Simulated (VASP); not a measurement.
# CdSe (Pm-3m) in VASP: notebook, part 2 of 2

VASP 6.6.1. Earlier steps stand in the parts before.

## 4. Single point, PBE-based screened hybrid with 20 % exact exchange

File POSCAR:

```
CdSe
1.0
    3.5331017334      0.0000000000      0.0000000000
    0.0000000000      3.5331017334      0.0000000000
    0.0000000000      0.0000000000      3.5331017334
Cd Se
1 1
Direct
    0.0000000000      0.0000000000      0.0000000000
    0.5000000000      0.5000000000      0.5000000000
```

File INCAR.step1:

```
SYSTEM = CdSe
PREC     = Accurate       ! precision mode
ENCUT    = 520            ! plane-wave cutoff, eV
EDIFF    = 1E-5           ! SCF threshold, eV
ISMEAR   = -1             ! smearing method
SIGMA    = 0.02           ! smearing width, eV
LREAL    = .False.        ! projectors in reciprocal space
LASPH    = .True.         ! aspherical terms in the spheres
NELM     = 80             ! most SCF steps
ALGO     = Normal         ! electronic algorithm
ISIF     = 2              ! what is computed and relaxed
LWAVE    = .True.         ! write WAVECAR
GGA      = PE             ! functional
NBANDS   = 16             ! bands
```

File INCAR.step2:

```
SYSTEM = CdSe
PREC     = Accurate       ! precision mode
ENCUT    = 520            ! plane-wave cutoff, eV
EDIFF    = 1E-6           ! SCF threshold, eV
ISMEAR   = -1             ! smearing method
SIGMA    = 0.02           ! smearing width, eV
LREAL    = .False.        ! projectors in reciprocal space
LASPH    = .True.         ! aspherical terms in the spheres
NELM     = 80             ! most SCF steps
ALGO     = Normal         ! electronic algorithm
ISIF     = 2              ! what is computed and relaxed
LWAVE    = .False.        ! write WAVECAR
LCHARG   = .True.         ! write CHGCAR
GGA      = PE             ! functional
LHFCALC  = .True.         ! exact exchange
AEXX     = 0.2            ! exact-exchange fraction
HFSCREEN = 0.2078         ! screening, 1/A
PRECFOCK = Normal       
LELF     = .True.         ! ELF
LVHAR    = .True.       
ISTART   = 1            
NBANDS   = 16             ! bands
```

File KPOINTS:

```
regular mesh
0
Gamma
  4 4 4
  0 0 0
```

Potentials or basis: VASP PAW PBE potentials, release 64 (Cd, Se).

Run with:

```bash
$ cat potpaw_PBE.64/Cd/POTCAR potpaw_PBE.64/Se/POTCAR > POTCAR
$ cp INCAR.step1 INCAR
$ mpirun -np 1 vasp_std > vasp.out
$ cp INCAR.step2 INCAR
$ mpirun -np 1 vasp_std > vasp.out
```

OUTCAR:

```text
SYSTEM = CdSe
   PREC = Accurate
   ENCUT = 520
   EDIFF = 1E-6
   ISMEAR = -1
   LREAL = .False.
   LASPH = .True.
   NELM = 80
   ISIF = 2
   GGA = PE
   LHFCALC = .True.
   AEXX = 0.2
   HFSCREEN = 0.2078
   PRECFOCK = Normal
   ISTART = 1

 ion  position               nearest neighbor table
   1  0.000  0.000  0.000-   2 3.06   2 3.06   2 3.06   2 3.06   2 3.06   2 3.06   2 3.06   2 3.06

   2  0.500  0.500  0.500-   1 3.06   1 3.06   1 3.06   1 3.06   1 3.06   1 3.06   1 3.06   1 3.06

  LATTYP: Found a simple cubic cell.
 ALAT       =     3.5331017334

  Lattice vectors:

 A1 = (   3.5331017334,   0.0000000000,   0.0000000000)
 A2 = (   0.0000000000,   3.5331017334,   0.0000000000)
 A3 = (   0.0000000000,   0.0000000000,   3.5331017334)

Analysis of symmetry for initial positions (statically):
=====================================================================
 Subroutine PRICEL returns:
 Original cell was already a primitive cell.

 Routine SETGRP: Setting up the symmetry group for a
 simple cubic supercell.

 Subroutine GETGRP returns: Found 48 space group operations
 (whereof 48 operations were pure point group operations)
 out of a pool of 48 trial point group operations.

The static configuration has the point symmetry O_h .

Analysis of symmetry for dynamics (positions and initial velocities):
=====================================================================
 Subroutine PRICEL returns:
 Original cell was already a primitive cell.

 Routine SETGRP: Setting up the symmetry group for a
 simple cubic supercell.

 Subroutine GETGRP returns: Found 48 space group operations
 (whereof 48 operations were pure point group operations)
 out of a pool of 48 trial point group operations.

The dynamic configuration has the point symmetry O_h .

[... 106 lines left out ...]
  Thomas-Fermi vector in A             =   2.349770
   LORBIT       =      0    0 simple, 1 ext, 2 COOP (PROOUT), +10 PAW based schemes
   GGA     = PE    functional components
   LHFCALC =     T    Hartree Fock is set to
   PRECFOCK=normal    Normal, Fast or Accurate (Low or Medium for compatibility)
   ENCUT4O =  -1.0   cutoff for four orbital integrals eV
   NKREDX  =     1    reduce k-point grid by
   NKREDY  =     1    reduce k-point grid by
   NKREDZ  =     1    reduce k-point grid by
   AEXX    =    0.2000 exact exchange contribution
   HFSCREEN=    0.2078 screening length (either q_TF or 0.3 A-1)
   HFSCREENC=   0.2078 screening length for correlation (either q_TF or 0.3 A-1)
   ENCUTFOCK=  -1.0 apply spherical cutoff to Coloumb kernel
   IVDW    =     0    specifies the selected vdW correction
   LEPSILON=     F    determine dielectric tensor
   LRPA    =     F    only Hartree local field effects (RPA)
 non-spin polarized calculation
  energy-cutoff  :      520.00
  volume of cell :       44.10
 maximum number of plane-waves:      1213
 NGX is ok and might be reduce to    28
  NGX = 20; NGY = 20; NGZ = 20

 number of electron      17.9999995 magnetization

 Free energy of the ion-electron system (eV)
  ---------------------------------------------------
  ext. energy  EPLUGINS =         0.00000000
  ---------------------------------------------------
  free energy    TOTEN  =        -5.19975506 eV

  energy without entropy =       -5.19453993  energy(sigma->0) =       -5.19714750

 E-fermi :   3.2916     XC(G=0):  -9.0351

 val. band max:        3.1815493032   @ k =   0.5000   0.0000   0.0000
 cond. band min:       3.2981508598   @ k =   0.5000   0.2500   0.0000
 fundamental gap:      0.1166015566
 Fermi energy:         3.2915634827

 k-point     1 :       0.0000    0.0000    0.0000
  band No.  band energies     occupation
      1     -11.6761      2.00000
      2      -6.7770      2.00000
      3      -6.7770      2.00000
      4      -6.3496      2.00000
      5      -6.3496      2.00000
      6      -6.3496      2.00000
[... 167 lines left out ...]
      3      -6.8996      2.00000
      4      -6.8996      2.00000
      5      -6.1635      2.00000
      6      -6.1635      2.00000
[... 8 lines left out ...]
     15      21.2778      0.00000
     16      21.2778      0.00000

------------------------ aborting loop because EDIFF is reached ----------------------------------------

  FORCE on cell =-STRESS in cart. coord.  units (eV):
  Direction    XX          YY          ZZ          XY          YZ          ZX
  --------------------------------------------------------------------------------------
  -------------------------------------------------------------------------------------
  Total        0.0555515      0.0555515      0.0555515     -0.0000000     -0.0000000     -0.0000000
  in kB        2.0180787      2.0180787      2.0180787     -0.0000000     -0.0000000     -0.0000000
  external PRESSURE =       2.0180787 kB  Pullay stress =       0.0000000 kB

 VOLUME and BASIS-vectors are now :
 -----------------------------------------------------------------------------
  energy-cutoff  :      520.00
  volume of cell :       44.10
      direct lattice vectors                 reciprocal lattice vectors
     3.533101733  0.000000000  0.000000000     0.283037420  0.000000000  0.000000000
     0.000000000  3.533101733  0.000000000     0.000000000  0.283037420  0.000000000
     0.000000000  0.000000000  3.533101733     0.000000000  0.000000000  0.283037420

 POSITION                                       TOTAL-FORCE (eV/Angst)
 -----------------------------------------------------------------------------------
      0.00000      0.00000      0.00000         0.000000      0.000000      0.000000
      1.76655      1.76655      1.76655         0.000000      0.000000      0.000000
 -----------------------------------------------------------------------------------
    total drift:                               -0.000023     -0.000021     -0.000025

  FREE ENERGIE OF THE ION-ELECTRON SYSTEM (eV)
  ---------------------------------------------------
  free  energy   TOTEN  =        -5.1997550612 eV

  energy  without entropy=       -5.1945399297  energy(sigma->0) =       -5.19714750
```

OUTCAR.step1:

```text
SYSTEM = CdSe
   PREC = Accurate
   ENCUT = 520
   EDIFF = 1E-5
   ISMEAR = -1
   LREAL = .False.
[... 396 lines left out ...]
      0.00000      0.00000      0.00000         0.000000      0.000000      0.000000
      1.76655      1.76655      1.76655         0.000000      0.000000      0.000000
 -----------------------------------------------------------------------------------
    total drift:                               -0.000000      0.000000     -0.000000

  FREE ENERGIE OF THE ION-ELECTRON SYSTEM (eV)
  ---------------------------------------------------
  free  energy   TOTEN  =        -4.3030739966 eV

  energy  without entropy=       -4.2969408644  energy(sigma->0) =       -4.30000743
```

OSZICAR.step1:

```text
N       E                     dE             d eps       ncg     rms          rms(c)
DAV:   1     0.990298008969E+02    0.99030E+02   -0.90784E+03   336   0.103E+03
DAV:   2    -0.149027380965E+01   -0.10052E+03   -0.94428E+02   416   0.249E+02
DAV:   3    -0.473357819388E+01   -0.32433E+01   -0.32376E+01   368   0.451E+01
DAV:   4    -0.474138262555E+01   -0.78044E-02   -0.78043E-02   408   0.230E+00
DAV:   5    -0.474140900401E+01   -0.26378E-04   -0.26379E-04   368   0.119E-01    0.500E+00
DAV:   6    -0.431108926552E+01    0.43032E+00   -0.60602E-01   344   0.981E+00    0.444E+00
DAV:   7    -0.430646330699E+01    0.46260E-02   -0.72930E-02   328   0.236E+00    0.222E+00
DAV:   8    -0.430304426642E+01    0.34190E-02   -0.56684E-03   344   0.834E-01    0.219E-01
DAV:   9    -0.430304000474E+01    0.42617E-05   -0.35202E-04   392   0.172E-01    0.566E-02
DAV:  10    -0.430307131267E+01   -0.31308E-04   -0.47348E-05   336   0.572E-02    0.264E-02
DAV:  11    -0.430307399657E+01   -0.26839E-05   -0.29589E-06   168   0.187E-02
   1 F= -.43030740E+01 E0= -.43000074E+01  d E =-.613313E-02
```

It took 2.6 min on 1 thread of Intel Xeon 6975P-C (Granite Rapids), shared host; peak memory 0.27 GiB.

Results:

```yaml
Free_energy: -5.1998 eV
Pressure: 0.2 GPa
Band_gap_on_the_k_mesh: zero (bands 9 and 10 overlap by 1.26 eV)
```

Levels at points of the mesh, in eV from the Fermi level:
| k point | band 7 | band 8 | band 9 | band 10 | band 11 | band 12 |
| --- | --- | --- | --- | --- | --- | --- |
| (0.00, 0.00, 0.00) | -1.48 | -1.48 | -1.48 | -1.25 | 6.55 | 6.55 |
| (0.50, 0.00, 0.00) | -6.71 | -0.11 | -0.11 | 3.20 | 4.74 | 7.22 |
| (0.50, 0.50, 0.00) | -4.99 | -4.99 | -1.30 | 0.13 | 7.94 | 7.94 |
| (0.50, 0.50, 0.50) | -2.62 | -2.62 | -2.62 | 1.70 | 1.70 | 1.70 |

Caveat: the k points lie up to 0.44 Å⁻¹ apart, too coarse for converged energies and pressures of a metal; the structure was generated, so it needn't be the stable form of CdSe; the PAW data sets were made with another functional, which shifts forces and pressure a little.

## 5. Single point, PBE-based global hybrid with 40 % exact exchange

POSCAR is that of step 4.

File INCAR.step1:

```
SYSTEM = CdSe
PREC     = Accurate       ! precision mode
ENCUT    = 520            ! plane-wave cutoff, eV
EDIFF    = 1E-5           ! SCF threshold, eV
ISMEAR   = -1             ! smearing method
SIGMA    = 0.02           ! smearing width, eV
LREAL    = .FALSE.        ! projectors in reciprocal space
LASPH    = .TRUE.         ! aspherical terms in the spheres
NELM     = 80             ! most SCF steps
ALGO     = Normal         ! electronic algorithm
ISIF     = 2              ! what is computed and relaxed
LWAVE    = .TRUE.         ! write WAVECAR
LCHARG   = .FALSE.        ! write CHGCAR
NBANDS   = 16             ! bands
GGA      = PE             ! functional
```

File INCAR.step2:

```
SYSTEM = CdSe
PREC     = Accurate       ! precision mode
ENCUT    = 520            ! plane-wave cutoff, eV
EDIFF    = 1E-6           ! SCF threshold, eV
ISMEAR   = -1             ! smearing method
SIGMA    = 0.02           ! smearing width, eV
LREAL    = .FALSE.        ! projectors in reciprocal space
LASPH    = .TRUE.         ! aspherical terms in the spheres
NELM     = 80             ! most SCF steps
ALGO     = Normal         ! electronic algorithm
ISIF     = 2              ! what is computed and relaxed
LWAVE    = .FALSE.        ! write WAVECAR
LCHARG   = .FALSE.        ! write CHGCAR
GGA      = PE             ! functional
LHFCALC  = .TRUE.         ! exact exchange
AEXX     = 0.4            ! exact-exchange fraction
PRECFOCK = Normal       
NBANDS   = 16             ! bands
ISTART   = 1
```

File KPOINTS:

```
Automatic mesh
0
G
  4 4 4
  0 0 0
```

Run with:

```bash
$ cat potpaw_PBE.64/Cd/POTCAR potpaw_PBE.64/Se/POTCAR > POTCAR
$ cp INCAR.step1 INCAR
$ mpirun -np 1 vasp_std > vasp.out
$ cp INCAR.step2 INCAR
$ mpirun -np 1 vasp_std > vasp.out
```

It took 2.9 min on 1 thread of Intel Xeon 6975P-C (Granite Rapids), shared host; peak memory 0.17 GiB.

The run converged. Its results:

| Property | Result |
| --- | --- |
| Free energy | -7.0592 eV |
| Pressure | -1.7 GPa |
| Band gap on the k mesh | zero (bands 9 and 10 overlap by 1.28 eV) |

Levels at points of the mesh, in eV from the Fermi level:
```tsv
k point	band 6	band 7	band 8	band 9	band 10	band 11	band 12	band 13
(0.00, 0.00, 0.00)	-11.51	-2.30	-2.30	-2.30	-1.28	7.69	7.69	13.33
(0.50, 0.00, 0.00)	-11.49	-7.95	-0.75	-0.75	4.33	6.23	8.55	8.55
(0.50, 0.50, 0.00)	-11.13	-6.06	-6.06	-1.51	0.65	9.38	9.38	9.98
(0.50, 0.50, 0.50)	-11.31	-3.55	-3.55	-3.55	2.61	2.61	2.61	3.61
```

Caveat: the k points lie up to 0.44 Å⁻¹ apart, too coarse for converged energies and pressures of a metal; the structure was generated, so it needn't be the stable form of CdSe; the PAW data sets were made with another functional, which shifts forces and pressure a little.

## 6. Single point, PBE-based screened hybrid with 50 % exact exchange

POSCAR is that of step 5.

File INCAR.step1:

```
SYSTEM = CdSe
PREC = Accurate ; ENCUT = 520
EDIFF = 1E-5 ; ISMEAR = -1
SIGMA = 0.02 ; LREAL = .False.
LASPH = .True. ; NELM = 80
ALGO = Normal ; ISIF = 2
LWAVE = .True. ; GGA = PE
NBANDS = 16
```

File INCAR.step2:

```
SYSTEM = CdSe
PREC = Accurate ; ENCUT = 520
EDIFF = 1E-6 ; ISMEAR = -1
SIGMA = 0.02 ; LREAL = .False.
LASPH = .True. ; NELM = 80
ALGO = Normal ; ISIF = 2
LWAVE = .False. ; LCHARG = .True.
GGA = PE ; LHFCALC = .True.
AEXX = 0.5 ; HFSCREEN = 0.5
PRECFOCK = Normal ; LELF = .True.
LVHAR = .True. ; ISTART = 1
NBANDS = 16
```

File KPOINTS:

```
Automatic mesh
0
Gamma
  4 4 4
  0 0 0
```

Potentials or basis: VASP PAW PBE potentials, release 64 (Cd, Se).

Run with:

```bash
$ cat potpaw_PBE.64/Cd/POTCAR potpaw_PBE.64/Se/POTCAR > POTCAR
$ cp INCAR.step1 INCAR
$ mpirun -np 1 vasp_std > vasp.out
$ cp INCAR.step2 INCAR
$ mpirun -np 1 vasp_std > vasp.out
```

It took 3 min on 1 thread of Intel Xeon 6975P-C (Granite Rapids), shared host; peak memory 0.26 GiB.

Results (log left out):

* Free energy: -5.6999 eV
* Pressure: -0.3 GPa
* Band gap on the k mesh: zero (bands 9 and 10 overlap by 0.95 eV)

Levels at points of the mesh, in eV from the Fermi level:
```
           k point  band 6  band 7  band 8  band 9  band 10  band 11  band 12  band 13
(0.00, 0.00, 0.00)  -10.68   -1.44   -1.44   -1.44    -0.94     6.64     6.64    12.13
(0.50, 0.00, 0.00)  -10.66   -6.76   -0.10   -0.10     3.43     5.03     7.45     7.45
(0.50, 0.50, 0.00)  -10.29   -5.02   -5.02   -1.05     0.12     8.23     8.23     8.92
(0.50, 0.50, 0.50)  -10.49   -2.73   -2.73   -2.73     1.84     1.84     1.84     2.74
```

Caveat: the k points lie up to 0.44 Å⁻¹ apart, too coarse for converged energies and pressures of a metal; the structure was generated, so it needn't be the stable form of CdSe; the PAW data sets were made with another functional, which shifts forces and pressure a little.

## 7. Overview

```csv
level,k mesh,grid for exact exchange (PRECFOCK),share of exact exchange,screening parameter,gap on the mesh (eV),pressure (GPa)
PBEsol,6 × 6 × 6,-,-,-,none,-2.5
HSE06,4 × 4 × 4,Normal,0.25,0.2079 1/Å,none,-0.1
PBE-based screened hybrid with 20 % exact exchange,4 × 4 × 4,Normal,0.2,0.2078 1/Å,none,0.2
PBE-based global hybrid with 40 % exact exchange,4 × 4 × 4,Normal,0.4,-,none,-1.7
PBE-based screened hybrid with 50 % exact exchange,4 × 4 × 4,Normal,0.5,0.5 1/Å,none,-0.3
```

Alike in all rows: task single point; potentials or basis VASP PAW PBE potentials, release 64 (Cd, Se); no spin polarisation; cell as given; cutoff (eV) 520; smearing fermi-dirac 0.02 eV.

Caveats: some runs use coarse meshes; the structure was generated, so it needn't be the stable form of CdSe; the PAW data sets were made with another functional, which shifts forces and pressure a little.

Absolute energies hang on the potentials; compare differences alone.

The gap in the log of VASP goes by the Fermi energy; the results here count the filled bands.